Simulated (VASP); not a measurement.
Crystal: YbSe2.

```xyz
3
Lattice="2.4080 1.3902 3.9326 -2.4080 1.3902 3.9326 0.0000 -2.7805 3.9326" Properties=species:S:1:pos:R:3 pbc="T T T"
Yb    0.0000    0.0000    0.0000
Se    0.0000    0.0000    2.9495
Se    0.0000    0.0000    8.8482
```

Base run:

```yaml
Program: VASP 6.6.1
Functional: PBE
Potentials_or_basis: VASP PAW PBE potentials, release 64 (Yb, Se)
Cutoff: 520 eV
k_mesh: 8 × 8 × 8
Occupations: fermi-dirac, width 0.15 eV
Spin: collinear spin, ferromagnetic start
Starting_moments: "[1.0, 0.0, 0.0] μB"
```

Its results: band gap on the k mesh zero (filled and empty bands overlap); pressure 1.2 GPa; net moment 0.00 μB per cell.

The run is repeated on the same cell with these changes: occupations from fermi-dirac, width 0.15 eV to gaussian, width 0.05 eV. What comes out?

Band gap on the k mesh zero (filled and empty bands overlap); pressure -0.3 GPa; net moment 0.00 μB per cell.

Caveats: spin-orbit coupling is left out, which moves the levels of the heavy elements.
